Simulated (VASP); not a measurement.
# Sn (I4_1/amd) in VASP: single point with PBEsol

Aim: the single point of Sn with PBEsol.

All numbers are computed with VASP 6.6.1; they aren't measurements. Logs are shortened: lines on timing, memory, paths and dates and some standing lists are left out, and cuts for length are marked.

## Step 1: The cell of the first run

Symmetry: I4_1/amd, No. 141, tetragonal system. Conventional cell: a = 5.839 Å, b = 5.839 Å, c = 3.151 Å, α = 90.00°, β = 90.00°, γ = 90.00°. Sn (site symmetry -4m2) has 10 Sn at 3.02 to 3.76 Å within 4.0 Å.

## Step 2: Single point, PBEsol

The input, INCAR:

```
PREC = Accurate
ENCUT = 520
EDIFF = 1E-6
ISMEAR = 0
SIGMA = 0.05
LREAL = False
LASPH = True
NELM = 60
ALGO = Normal
ISIF = 2
LWAVE = False
LCHARG = True
GGA = PS
LELF = True
LVHAR = True
NBANDS = 21
```

The input, KPOINTS:

```
regular mesh
0
Gamma
  16 16 16
```

The input, POSCAR:

```
Sn
1.0
   -2.9195946956      2.9195946956      1.5753497732
    2.9195946956     -2.9195946956      1.5753497732
    2.9195946956      2.9195946956     -1.5753497732
Sn
2
Direct
    0.7500000000      0.2500000000      0.5000000000
    0.0000000000      0.0000000000      0.0000000000
```

Potentials or basis: VASP PAW PBE potentials, release 64 (Sn_d).

Command:

```
$ cat potpaw_PBE.64/Sn_d/POTCAR > POTCAR
$ mpirun -np 1 vasp_std > vasp.out
```

OUTCAR:

```text
PREC = Accurate
   ENCUT = 520
   EDIFF = 1E-6
   ISMEAR = 0
   LREAL = False
   LASPH = True
   NELM = 60
   ISIF = 2
   GGA = PS

 ion  position               nearest neighbor table
   1  0.750  0.250  0.500-   2 3.02   2 3.02   2 3.02   2 3.02   2 3.76   2 3.76   2 3.76   2 3.76

   2  0.000  0.000  0.000-   1 3.02   1 3.02   1 3.02   1 3.02   1 3.76   1 3.76   1 3.76   1 3.76

  LATTYP: Found a body centered tetragonal cell.
 ALAT       =     5.8391893912
 C/A-ratio  =     0.5395782420

  Lattice vectors:

 A1 = (  -2.9195946956,   2.9195946956,   1.5753497732)
 A2 = (   2.9195946956,  -2.9195946956,   1.5753497732)
 A3 = (   2.9195946956,   2.9195946956,  -1.5753497732)

Analysis of symmetry for initial positions (statically):
=====================================================================
 Subroutine PRICEL returns:
 Original cell was already a primitive cell.

 Routine SETGRP: Setting up the symmetry group for a
 body centered tetragonal supercell.

 Subroutine GETGRP returns: Found 16 space group operations
 (whereof  8 operations were pure point group operations)
 out of a pool of 16 trial point group operations.

The static configuration has the point symmetry D_2d.
 The point group associated with its full space group is D_4h.

Analysis of symmetry for dynamics (positions and initial velocities):
=====================================================================
 Subroutine PRICEL returns:
 Original cell was already a primitive cell.

 Routine SETGRP: Setting up the symmetry group for a
 body centered tetragonal supercell.

 Subroutine GETGRP returns: Found 16 space group operations
 (whereof  8 operations were pure point group operations)
 out of a pool of 16 trial point group operations.

The dynamic configuration has the point symmetry D_2d.
 The point group associated with its full space group is D_4h.

 Subroutine INISYM returns: Found 16 space group operations
 (whereof  8 operations are pure point group operations),
 and found     1 'primitive' translations

----------------------------------------------------------------------------------------

                                     Primitive cell

  volume of cell :      53.7133

  direct lattice vectors                    reciprocal lattice vectors
    -2.919594696  2.919594696  1.575349773     0.000000000  0.171256648  0.317389832
     2.919594696 -2.919594696  1.575349773     0.171256648  0.000000000  0.317389832
     2.919594696  2.919594696 -1.575349773     0.171256648  0.171256648  0.000000000

  length of vectors
     4.419252570  4.419252570  4.419252570     0.360645456  0.360645456  0.242193474

  position of ions in fractional coordinates (direct lattice)
     0.750000000  0.250000000  0.500000000
     0.000000000  0.000000000  0.000000000

  ion indices of the primitive-cell ions
   primitive index   ion index
                 1           1
                 2           2

----------------------------------------------------------------------------------------

 KPOINTS: regular mesh

Automatic generation of k-mesh.
 Grid dimensions read from file:
 generate k-points for:   16   16   16

 Generating k-lattice:

  Cartesian coordinates                     Fractional coordinates (reciprocal lattice)
     0.000000000  0.010703540  0.019836865     0.062500000  0.000000000 -0.000000000
     0.010703540  0.000000000  0.019836865     0.000000000  0.062500000 -0.000000000
     0.010703540  0.010703540  0.000000000     0.000000000  0.000000000  0.062500000

  Length of vectors
     0.022540341  0.022540341  0.015137092

  Shift w.r.t. Gamma in fractional coordinates (k-lattice)
     0.000000000  0.000000000  0.000000000

 Subroutine IBZKPT returns following result:
 ===========================================

 Found    349 irreducible k-points:

 Following reciprocal coordinates:
            Coordinates               Weight
  0.000000  0.000000  0.000000      1.000000
  0.062500 -0.000000  0.000000      8.000000
  0.125000 -0.000000  0.000000      8.000000
  0.187500 -0.000000  0.000000      8.000000
  0.250000 -0.000000  0.000000      8.000000
  0.312500  0.000000  0.000000      8.000000
[... 16 lines left out ...]
 -0.125000  0.062500 -0.000000     16.000000
 -0.062500  0.062500  0.000000      4.000000
 [... further k-points ...]
   k-points           NKPTS =    349   k-points in BZ     NKDIM =    349   number of bands    NBANDS=     21
   number of dos      NEDOS =    301   number of ions     NIONS =      2
   total plane-waves  NPLWV =  46656
   dimension x,y,z NGX =    36 NGY =   36 NGZ =   36
   dimension x,y,z NGXF=    72 NGYF=   72 NGZF=   72
   ions per type =               2
   NGX,Y,Z   is equivalent  to a cutoff of  13.54, 13.54, 13.54 a.u.
   NGXF,Y,Z  is equivalent  to a cutoff of  27.09, 27.09, 27.09 a.u.
 SYSTEM =  unknown system
   PREC   = accura    normal or accurate (medium, high low for compatibility)
   ISTART =      0    job   : 0-new  1-cont  2-samecut
   ICHARG =      2    charge: 1-file 2-atom 10-const
   ISPIN  =      1    spin polarized calculation?
   LNONCOLLINEAR =      F non collinear calculations
   LSORBIT =      F    spin-orbit coupling
   LASPH  =      T    aspherical Exc in radial PAW
   ENCUT  =  520.0 eV  38.22 Ry    6.18 a.u.   8.22  8.22  8.22*2*pi/ulx,y,z
   NELM   =     60;   NELMIN=  2; NELMDL= -5     # of ELM steps
   EDIFF  = 0.1E-05   stopping-criterion for ELM
   LREAL  =      F    real-space projection
   EDIFFG = 0.1E-04   stopping-criterion for IOM
   NSW    =      0    number of steps for IOM
   IBRION =     -1    ionic relax: 0-MD 1-quasi-New 2-CG
   NFREE  =      0    steps in history (QN), initial steepest desc. (CG)
   ISIF   =      2    stress and relaxation
   ISYM   =      2    0-nonsym 1-usesym 2-fastsym
   POTIM  = 0.5000    time-step for ionic-motion
   TEBEG  =    0.0;   TEEND  =   0.0 temperature during run
   PSTRESS=    0.0 pullay stress
   NELECT =      28.0000    total number of electrons
   NUPDOWN=      -1.0000    fix difference up-down
   EMIN   =  10.00;   EMAX   =-10.00  energy-range for DOS
   EFERMI =   0.00;   METHOD = LEGACY
   ISMEAR =     0;   SIGMA  =   0.05  broadening in eV -4-tet -1-fermi 0-gaus
   EFERMI_NEDOS =   21; number of points for ismear=-14 and -15
   IALGO  =     38    algorithm
   IMIX   =      4    mixing-type and parameters
     AMIX     =   0.40;   BMIX     =  1.00
     AMIX_MAG =   1.60;   BMIX_MAG =  1.00
  volume/ion in A,a.u.               =      26.86       181.24
  Fermi-wavevector in a.u.,A,eV,Ry     =   1.317549  2.489807 23.618837  1.735936
  Thomas-Fermi vector in A             =   2.447582
   LORBIT       =      0    0 simple, 1 ext, 2 COOP (PROOUT), +10 PAW based schemes
   GGA     = PS    functional components
   LHFCALC =     F    Hartree Fock is set to
   AEXX    =    0.0000 exact exchange contribution
   IVDW    =     0    specifies the selected vdW correction
   LEPSILON=     F    determine dielectric tensor
   LRPA    =     F    only Hartree local field effects (RPA)
 non-spin polarized calculation
 Gauss-broadening in eV      SIGMA  =   0.05
  energy-cutoff  :      520.00
  volume of cell :       53.71
 maximum number of plane-waves:      1466
 NGX is ok and might be reduce to    36
   NGX = 17   NGY = 17   NGZ = 17

 number of electron      28.0000002 magnetization

 Free energy of the ion-electron system (eV)
  ---------------------------------------------------
  ext. energy  EPLUGINS =         0.00000000
  ---------------------------------------------------
  free energy    TOTEN  =        -8.52342668 eV

  energy without entropy =       -8.52232143  energy(sigma->0) =       -8.52287406

 E-fermi :   7.9510     XC(G=0): -10.5005

 val. band max:        7.9423142051   @ k =   0.1875   0.0625   0.0000
 cond. band min:       7.9696864747   @ k =   0.4375   0.3750   0.0000
 fundamental gap:      0.0273722696
 Fermi energy:         7.9509798036

 k-point     1 :       0.0000    0.0000    0.0000
  band No.  band energies     occupation
      1     -13.6190      2.00000
      2     -13.5417      2.00000
      3     -13.4903      2.00000
      4     -13.4862      2.00000
      5     -13.3181      2.00000
      6     -13.3181      2.00000
[... 13 lines left out ...]
     20      17.7653      0.00000
     21      18.4610      0.00000

 k-point     2 :       0.0625   -0.0000    0.0000
  band No.  band energies     occupation
      1     -13.6165      2.00000
      2     -13.5328      2.00000
      3     -13.4873      2.00000
      4     -13.4757      2.00000
      5     -13.3249      2.00000
      6     -13.3243      2.00000
[... 13 lines left out ...]
     20      17.7095      0.00000
     21      17.9482      0.00000

 k-point     3 :       0.1250   -0.0000    0.0000
  band No.  band energies     occupation
      1     -13.6088      2.00000
      2     -13.5082      2.00000
      3     -13.4787      2.00000
      4     -13.4478      2.00000
      5     -13.3404      2.00000
      6     -13.3347      2.00000
[... 13 lines left out ...]
     20      16.7349      0.00000
     21      16.7994      0.00000

 k-point     4 :       0.1875   -0.0000    0.0000
  band No.  band energies     occupation
      1     -13.5964      2.00000
      2     -13.4745      2.00000
      3     -13.4659      2.00000
      4     -13.4150      2.00000
      5     -13.3603      2.00000
      6     -13.3380      2.00000
[... 13 lines left out ...]
     20      15.8502      0.00000
     21      16.3283      0.00000

 k-point     5 :       0.2500   -0.0000    0.0000
  band No.  band energies     occupation
      1     -13.5814      2.00000
      2     -13.4515      2.00000
      3     -13.4447      2.00000
      4     -13.4013      2.00000
      5     -13.3804      2.00000
      6     -13.3365      2.00000
[... 13 lines left out ...]
     20      15.1699      0.00000
     21      16.5509      0.00000
[... 382 lines left out ...]
     20      16.1720      0.00000
     21      16.3270      0.00000

 k-point    22 :      -0.1875    0.0625   -0.0000
  band No.  band energies     occupation
      1     -13.5997      2.00000
      2     -13.5102      2.00000
      3     -13.4711      2.00000
      4     -13.4553      2.00000
      5     -13.3398      2.00000
      6     -13.3283      2.00000
[... 13 lines left out ...]
     20      16.8005      0.00000
     21      17.0948      0.00000

 k-point    23 :      -0.1250    0.0625   -0.0000
  band No.  band energies     occupation
      1     -13.6099      2.00000
      2     -13.5339      2.00000
      3     -13.4819      2.00000
      4     -13.4798      2.00000
      5     -13.3262      2.00000
      6     -13.3206      2.00000
[... 13 lines left out ...]
     20      17.8181      0.00000
     21      18.0709      0.00000

 k-point    24 :      -0.0625    0.0625    0.0000
  band No.  band energies     occupation
      1     -13.6156      2.00000
      2     -13.5422      2.00000
      3     -13.4883      2.00000
      4     -13.4874      2.00000
      5     -13.3196      2.00000
      6     -13.3163      2.00000
[... 13 lines left out ...]
     20      18.0127      0.00000
     21      18.4969      0.00000

 [... further k-points ...]

------------------------ aborting loop because EDIFF is reached ----------------------------------------

  FORCE on cell =-STRESS in cart. coord.  units (eV):
  Direction    XX          YY          ZZ          XY          YZ          ZX
  --------------------------------------------------------------------------------------
  -------------------------------------------------------------------------------------
  Total       -0.0073770     -0.0073770     -0.0069494      0.0000000      0.0000000      0.0000000
  in kB       -0.2200426     -0.2200426     -0.2072891      0.0000000      0.0000000      0.0000000
  external PRESSURE =      -0.2157915 kB  Pullay stress =       0.0000000 kB

 VOLUME and BASIS-vectors are now :
 -----------------------------------------------------------------------------
  energy-cutoff  :      520.00
  volume of cell :       53.71
      direct lattice vectors                 reciprocal lattice vectors
    -2.919594696  2.919594696  1.575349773     0.000000000  0.171256648  0.317389832
     2.919594696 -2.919594696  1.575349773     0.171256648  0.000000000  0.317389832
     2.919594696  2.919594696 -1.575349773     0.171256648  0.171256648  0.000000000

 POSITION                                       TOTAL-FORCE (eV/Angst)
 -----------------------------------------------------------------------------------
      0.00000      2.91959      0.78767        -0.000000      0.000000     -0.000000
      0.00000      0.00000      0.00000         0.000000     -0.000000      0.000000
 -----------------------------------------------------------------------------------
    total drift:                               -0.000000      0.000000     -0.000000

  FREE ENERGIE OF THE ION-ELECTRON SYSTEM (eV)
  ---------------------------------------------------
  free  energy   TOTEN  =        -8.5234266821 eV

  energy  without entropy=       -8.5223214296  energy(sigma->0) =       -8.52287406
```

Wall time 2.1 min (1 thread of Intel Xeon 6975P-C (Granite Rapids), shared host); peak memory 0.42 GiB.

Results:

```yaml
Free_energy: -8.5234 eV
Pressure: 0.0 GPa
Band_gap_on_the_k_mesh: zero (bands 14 and 15 overlap by 4.32 eV)
```

Caveat: the PAW data sets were made with another functional, which shifts forces and pressure a little; spin-orbit coupling is left out, which moves the levels of the heavy elements.

The gap in the log of VASP goes by the Fermi energy; the results here count the filled bands.